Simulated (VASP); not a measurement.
# PtSe2 (P-3m1) in VASP: notebook

PtSe2 is run at these levels: PBE+D3(BJ); tasks: single point, relaxation of cell and atoms.

All numbers are computed with VASP 6.6.1; they aren't measurements. Logs are shortened: lines on timing, memory, paths and dates and some standing lists are left out, and cuts for length are marked.

### 1 The cell of the first run

It takes space group P-3m1 (No. 164, trigonal). The conventional cell has a = 3.771 Å, b = 3.771 Å, c = 4.823 Å, α = 90.00°, β = 90.00°, γ = 120.00°. Pt (site symmetry -3m) has 6 Se at 2.53 Å within 3.3 Å. Within 3.3 Å of Se (site symmetry 3m) lie 3 Pt at 2.53 Å and 3 Se at 3.14 Å.

### 2 Single point, PBE+D3(BJ)

Input file INCAR:

```
SYSTEM = PtSe2
PREC = Accurate ; ENCUT = 520
EDIFF = 1E-6 ; ISMEAR = 0
SIGMA = 0.1 ; LREAL = .FALSE.
LASPH = .TRUE. ; NELM = 100
ALGO = Normal ; ISIF = 2
LWAVE = .FALSE. ; LCHARG = .FALSE.
GGA = PE ; IVDW = 12
NBANDS = 18
```

Input file KPOINTS:

```
regular mesh
0
G
  15 15 10
  0 0 0
```

Input file POSCAR:

```
PtSe2
1.0
    3.7714573933      0.0000000000      0.0000000000
   -1.8857286967      3.2661779119      0.0000000000
    0.0000000000      0.0000000000      4.8233051261
Pt Se
1 2
Direct
    0.0000000000      0.0000000000      0.0000000000
    0.3333333333      0.6666666667      0.2654559386
    0.6666666667      0.3333333333      0.7345440614
```

Potentials or basis: VASP PAW PBE potentials, release 64 (Pt, Se).

Started as:

```sh
$ cat potpaw_PBE.64/Pt/POTCAR potpaw_PBE.64/Se/POTCAR > POTCAR
$ mpirun -np 1 vasp_std > vasp.out
```

OUTCAR:

```text
SYSTEM = PtSe2
   PREC = Accurate
   ENCUT = 520
   EDIFF = 1E-6
   ISMEAR = 0
   LREAL = .FALSE.
   LASPH = .TRUE.
   NELM = 100
   ISIF = 2
   GGA = PE
   IVDW = 12
 IVDW          = 12

 ion  position               nearest neighbor table
   1  0.000  0.000  0.000-   2 2.53   3 2.53   3 2.53   2 2.53   3 2.53   2 2.53
   2  0.333  0.667  0.265-   1 2.53   1 2.53   1 2.53
   3  0.667  0.333  0.735-   1 2.53   1 2.53   1 2.53

  LATTYP: Found a hexagonal cell.
 ALAT       =     3.7714573933
 C/A-ratio  =     1.2788968887

  Lattice vectors:

 A1 = (   3.7714573933,   0.0000000000,   0.0000000000)
 A2 = (  -1.8857286967,   3.2661779119,   0.0000000000)
 A3 = (   0.0000000000,   0.0000000000,   4.8233051261)

Analysis of symmetry for initial positions (statically):
=====================================================================
 Subroutine PRICEL returns:
 Original cell was already a primitive cell.

 Routine SETGRP: Setting up the symmetry group for a
 hexagonal supercell.

 Subroutine GETGRP returns: Found 12 space group operations
 (whereof 12 operations were pure point group operations)
 out of a pool of 24 trial point group operations.

The static configuration has the point symmetry D_3d.

Analysis of symmetry for dynamics (positions and initial velocities):
=====================================================================
 Subroutine PRICEL returns:
 Original cell was already a primitive cell.

 Routine SETGRP: Setting up the symmetry group for a
 hexagonal supercell.

 Subroutine GETGRP returns: Found 12 space group operations
 (whereof 12 operations were pure point group operations)
 out of a pool of 24 trial point group operations.

The dynamic configuration has the point symmetry D_3d.

 Subroutine INISYM returns: Found 12 space group operations
 (whereof 12 operations are pure point group operations),
 and found     1 'primitive' translations

----------------------------------------------------------------------------------------

                                     Primitive cell

  volume of cell :      59.4147

  direct lattice vectors                    reciprocal lattice vectors
     3.771457393  0.000000000  0.000000000     0.265149489  0.153084129  0.000000000
    -1.885728697  3.266177912  0.000000000     0.000000000  0.306168258  0.000000000
     0.000000000  0.000000000  4.823305126     0.000000000  0.000000000  0.207326713

  length of vectors
     3.771457393  3.771457393  4.823305126     0.306168258  0.306168258  0.207326713

  position of ions in fractional coordinates (direct lattice)
     0.000000000  0.000000000  0.000000000
     0.333333333  0.666666667  0.265455939
     0.666666667  0.333333333  0.734544061

  ion indices of the primitive-cell ions
   primitive index   ion index
                 1           1
                 2           2
                 3           3

----------------------------------------------------------------------------------------

 KPOINTS: regular mesh

Automatic generation of k-mesh.
 Grid dimensions read from file:
 generate k-points for:   15   15   10

 Generating k-lattice:

  Cartesian coordinates                     Fractional coordinates (reciprocal lattice)
     0.017676633  0.010205609  0.000000000     0.066666667 -0.000000000  0.000000000
     0.000000000  0.020411217  0.000000000     0.000000000  0.066666667  0.000000000
     0.000000000  0.000000000  0.020732671     0.000000000  0.000000000  0.100000000

  Length of vectors
     0.020411217  0.020411217  0.020732671

  Shift w.r.t. Gamma in fractional coordinates (k-lattice)
     0.000000000  0.000000000  0.000000000

 Subroutine IBZKPT returns following result:
 ===========================================

 Found    238 irreducible k-points:

 Following reciprocal coordinates:
            Coordinates               Weight
  0.000000  0.000000  0.000000      1.000000
  0.066667 -0.000000  0.000000      6.000000
  0.133333 -0.000000  0.000000      6.000000
  0.200000 -0.000000  0.000000      6.000000
  0.266667 -0.000000  0.000000      6.000000
  0.333333 -0.000000  0.000000      6.000000
[... 16 lines left out ...]
  0.333333  0.200000  0.000000     12.000000
  0.400000  0.200000  0.000000      6.000000
 [... further k-points ...]
   k-points           NKPTS =    238   k-points in BZ     NKDIM =    238   number of bands    NBANDS=     18
   number of dos      NEDOS =    301   number of ions     NIONS =      3
   total plane-waves  NPLWV =  28224
   dimension x,y,z NGX =    28 NGY =   28 NGZ =   36
   dimension x,y,z NGXF=    56 NGYF=   56 NGZF=   72
   ions per type =               1   2
   NGX,Y,Z   is equivalent  to a cutoff of  12.34, 12.34, 12.41 a.u.
   NGXF,Y,Z  is equivalent  to a cutoff of  24.68, 24.68, 24.82 a.u.
 SYSTEM =  PtSe2
   PREC   = accura    normal or accurate (medium, high low for compatibility)
   ISTART =      0    job   : 0-new  1-cont  2-samecut
   ICHARG =      2    charge: 1-file 2-atom 10-const
   ISPIN  =      1    spin polarized calculation?
   LNONCOLLINEAR =      F non collinear calculations
   LSORBIT =      F    spin-orbit coupling
   LASPH  =      T    aspherical Exc in radial PAW
   ENCUT  =  520.0 eV  38.22 Ry    6.18 a.u.   7.01  7.01  8.97*2*pi/ulx,y,z
   NELM   =    100;   NELMIN=  2; NELMDL= -5     # of ELM steps
   EDIFF  = 0.1E-05   stopping-criterion for ELM
   LREAL  =      F    real-space projection
   EDIFFG = 0.1E-04   stopping-criterion for IOM
   NSW    =      0    number of steps for IOM
   IBRION =     -1    ionic relax: 0-MD 1-quasi-New 2-CG
   NFREE  =      0    steps in history (QN), initial steepest desc. (CG)
   ISIF   =      2    stress and relaxation
   ISYM   =      2    0-nonsym 1-usesym 2-fastsym
   POTIM  = 0.5000    time-step for ionic-motion
   TEBEG  =    0.0;   TEEND  =   0.0 temperature during run
   PSTRESS=    0.0 pullay stress
   NELECT =      22.0000    total number of electrons
   NUPDOWN=      -1.0000    fix difference up-down
   EMIN   =  10.00;   EMAX   =-10.00  energy-range for DOS
   EFERMI =   0.00;   METHOD = LEGACY
   ISMEAR =     0;   SIGMA  =   0.10  broadening in eV -4-tet -1-fermi 0-gaus
   EFERMI_NEDOS =   21; number of points for ismear=-14 and -15
   IALGO  =     38    algorithm
   IMIX   =      4    mixing-type and parameters
     AMIX     =   0.40;   BMIX     =  1.00
     AMIX_MAG =   1.60;   BMIX_MAG =  1.00
  volume/ion in A,a.u.               =      19.80       133.65
  Fermi-wavevector in a.u.,A,eV,Ry     =   1.175577  2.221519 18.803001  1.381982
  Thomas-Fermi vector in A             =   2.311955
   LORBIT       =      0    0 simple, 1 ext, 2 COOP (PROOUT), +10 PAW based schemes
   GGA     = PE    functional components
   LHFCALC =     F    Hartree Fock is set to
   AEXX    =    0.0000 exact exchange contribution
   IVDW    =    12    specifies the selected vdW correction
   LEPSILON=     F    determine dielectric tensor
   LRPA    =     F    only Hartree local field effects (RPA)
 non-spin polarized calculation
 Gauss-broadening in eV      SIGMA  =   0.10
  energy-cutoff  :      520.00
  volume of cell :       59.41
 maximum number of plane-waves:      1622
   NGX = 13   NGY = 13   NGZ = 17

 number of electron      21.9999997 magnetization

 Free energy of the ion-electron system (eV)
  ---------------------------------------------------
  ext. energy  EPLUGINS =         0.00000000
  ---------------------------------------------------
  free energy    TOTEN  =       -14.19802729 eV

  energy without entropy =      -14.19419713  energy(sigma->0) =      -14.19611221

 E-fermi :   6.6999     XC(G=0): -10.8228

 val. band max:        6.6896060298   @ k =   0.0000   0.2000   0.3000
 cond. band min:       6.7072202124   @ k =  -0.0667   0.3333   0.3000
 fundamental gap:      0.0176141826
 Fermi energy:         6.6999294763

 k-point     1 :       0.0000    0.0000    0.0000
  band No.  band energies     occupation
      1      -8.9553      2.00000
      2      -5.8597      2.00000
      3      -0.4034      2.00000
      4       0.4843      2.00000
      5       0.4843      2.00000
      6       2.9210      2.00000
[... 10 lines left out ...]
     17      13.9841      0.00000
     18      18.4680      0.00000

 k-point     2 :       0.0667   -0.0000    0.0000
  band No.  band energies     occupation
      1      -8.9073      2.00000
      2      -5.8883      2.00000
      3      -0.3429      2.00000
      4       0.5158      2.00000
      5       0.5319      2.00000
      6       2.8587      2.00000
[... 10 lines left out ...]
     17      14.1307      0.00000
     18      17.5892      0.00000

 k-point     3 :       0.1333   -0.0000    0.0000
  band No.  band energies     occupation
      1      -8.7661      2.00000
      2      -5.9697      2.00000
      3      -0.1664      2.00000
      4       0.6067      2.00000
      5       0.6701      2.00000
      6       2.6305      2.00000
[... 10 lines left out ...]
     17      14.5229      0.00000
     18      16.3857      0.00000

 k-point     4 :       0.2000   -0.0000    0.0000
  band No.  band energies     occupation
      1      -8.5404      2.00000
      2      -6.0933      2.00000
      3       0.1091      2.00000
      4       0.7447      2.00000
      5       0.8812      2.00000
      6       2.1430      2.00000
[... 375 lines left out ...]
      4       0.8452      2.00000
      5       1.2282      2.00000
      6       1.6651      2.00000
[... 10 lines left out ...]
     17      15.3426      0.00000
     18      16.1195      0.00000

 k-point    23 :       0.3333    0.2000    0.0000
  band No.  band energies     occupation
      1      -7.2486      2.00000
      2      -6.7318      2.00000
      3      -0.1044      2.00000
      4       0.8628      2.00000
      5       1.2662      2.00000
      6       1.8420      2.00000
[... 10 lines left out ...]
     17      15.5409      0.00000
     18      16.5638      0.00000

 k-point    24 :       0.4000    0.2000    0.0000
  band No.  band energies     occupation
      1      -7.0810      2.00000
      2      -6.8505      2.00000
      3      -0.2466      2.00000
      4       0.8610      2.00000
      5       1.2833      2.00000
      6       1.8797      2.00000
[... 10 lines left out ...]
     17      15.6958      0.00000
     18      17.0745      0.00000

 [... further k-points ...]

------------------------ aborting loop because EDIFF is reached ----------------------------------------

 Edisp (eV)   -1.46989

 E8    (eV) :    -0.6315

  FORCE on cell =-STRESS in cart. coord.  units (eV):
  Direction    XX          YY          ZZ          XY          YZ          ZX
  --------------------------------------------------------------------------------------
  -------------------------------------------------------------------------------------
  Total      -0.00767    -0.00767    -0.02022     0.00000     0.00000     0.00000
  in kB      -0.20695    -0.20695    -0.54536     0.00000     0.00000     0.00000
  external pressure =       -0.32 kB  Pullay stress =        0.00 kB

 VOLUME and BASIS-vectors are now :
 -----------------------------------------------------------------------------
  energy-cutoff  :      520.00
  volume of cell :       59.41
      direct lattice vectors                 reciprocal lattice vectors
     3.771457393  0.000000000  0.000000000     0.265149489  0.153084129  0.000000000
    -1.885728697  3.266177912  0.000000000     0.000000000  0.306168258  0.000000000
     0.000000000  0.000000000  4.823305126     0.000000000  0.000000000  0.207326713

 POSITION                                       TOTAL-FORCE (eV/Angst)
 -----------------------------------------------------------------------------------
      0.00000      0.00000      0.00000         0.000000      0.000000      0.000000
     -0.00000      2.17745      1.28037        -0.000000      0.000000      0.006993
      1.88573      1.08873      3.54293         0.000000     -0.000000     -0.006993
 -----------------------------------------------------------------------------------
    total drift:                               -0.000000     -0.000000      0.000000

  FREE ENERGIE OF THE ION-ELECTRON SYSTEM (eV)
  ---------------------------------------------------
  free  energy   TOTEN  =       -15.6679133635 eV

  energy  without entropy=      -15.6640831975  energy(sigma->0) =      -15.66599828
```

Run time: 73 s. Hardware: 1 thread of AMD EPYC 9R45 (Zen 5), shared host; peak memory 0.35 GiB.

What came out:

* Free energy: -15.6679 eV
* Pressure: 0.0 GPa
* Largest force: 0.007 eV/Å
* Band gap on the k mesh: zero (band 11 reaches 7.49 eV, above the bottom of band 12 at 6.60 eV)
* Dispersion energy per atom: -0.490 eV

Forces on the atoms (eV/Å):
```
Pt   0.000  0.000  0.000
Se   0.000  0.000  0.007
Se   0.000  0.000 -0.007
```

Caveat: spin-orbit coupling is left out, which moves the levels of the heavy elements; pairwise dispersion overbinds metals, which lowers pressure and volume.

### 3 Relaxation of cell and atoms, PBE+D3(BJ)

This run uses another cell than the first one, of 19.90 Å³/atom, 1.005 times its volume.

Input file INCAR:

```
SYSTEM = PtSe2
PREC = Accurate ; ENCUT = 600
EDIFF = 1E-6 ; ISMEAR = 0
SIGMA = 0.1 ; LREAL = .FALSE.
LASPH = .TRUE. ; NELM = 100
ALGO = Normal ; ISIF = 3
LWAVE = .FALSE. ; LCHARG = .FALSE.
GGA = PE ; IVDW = 12
IBRION = 2 ; NSW = 100
EDIFFG = -0.005
```

KPOINTS is that of step 2.

Input file POSCAR:

```
PtSe2
1.0
    3.7644458072      0.0000000000      0.0000000000
   -1.8822229036      3.2601057002      0.0000000000
    0.0000000000      0.0000000000      4.8652988440
Pt Se
1 2
Direct
    0.0000000000      0.0000000000      0.0000000000
    0.3333333333      0.6666666667      0.2644373450
    0.6666666667      0.3333333333      0.7355626550
```

Potentials or basis: VASP PAW PBE potentials, release 64 (Pt, Se).

Started as:

```sh
$ cat potpaw_PBE.64/Pt/POTCAR potpaw_PBE.64/Se/POTCAR > POTCAR
$ mpirun -np 1 vasp_std > vasp.out
```

Run time: 5 min. Hardware: 1 thread of AMD EPYC 9R45 (Zen 5), shared host; peak memory 0.4 GiB.

Results (log left out):

| Item | Value |
| --- | --- |
| Free energy | -15.6682 eV |
| Relaxed volume | 19.79 Å³/atom |
| Relaxed cell | a = 3.771 Å, b = 3.771 Å, c = 4.819 Å, α = 90.00°, β = 90.00°, γ = 120.00° |
| Space group after relaxing (to 0.05 Å) | P-3m1 (No. 164) |
| Energy gained by relaxing | 0.3 meV/atom |
| Ionic steps | 7 |
| Pressure after relaxing | 0.0 GPa |
| Band gap on the k mesh | zero (band 11 reaches 7.51 eV, above the bottom of band 12 at 6.61 eV) |
| Dispersion energy per atom | -0.490 eV |

Step by step:
| step | energy change (eV) | largest force (eV/Å) | pressure (GPa) | volume (Å³) |
| --- | --- | --- | --- | --- |
| 1 | 0.0000 | 0.0018 | -0.07 | 59.71 |
| 2 | -0.0003 | 0.0171 | 0.00 | 59.64 |
| 3 | -0.0006 | 0.0472 | 0.13 | 59.49 |
| 4 | -0.0006 | 0.0124 | -0.23 | 59.56 |
| 5 | -0.0007 | 0.0250 | -0.09 | 59.54 |
| 6 | -0.0008 | 0.0167 | -0.05 | 59.47 |
| 7 | -0.0008 | 0.0012 | 0.02 | 59.36 |

Final structure:
```
Pt Se
1.0
     3.77113    0.00000    0.00000
    -1.88556    3.26589    0.00000
     0.00000    0.00000    4.81941
Pt Se
1 2
Direct
  0.00000 0.00000 0.00000
  0.33333 0.66667 0.26573
  0.66667 0.33333 0.73427
```

Levels at points of the mesh, in eV from the Fermi level:
| k point | band 8 | band 9 | band 10 | band 11 | band 12 | band 13 | band 14 | band 15 |
| --- | --- | --- | --- | --- | --- | --- | --- | --- |
| (0.00, 0.00, 0.00) | -2.46 | -0.99 | -0.99 | 0.80 | 1.07 | 1.07 | 3.37 | 4.12 |
| (0.00, 0.00, 0.50) | -2.89 | -1.71 | -1.71 | -1.69 | 2.34 | 2.34 | 5.01 | 6.54 |

Caveat: spin-orbit coupling is left out, which moves the levels of the heavy elements; pairwise dispersion overbinds metals, which lowers pressure and volume.
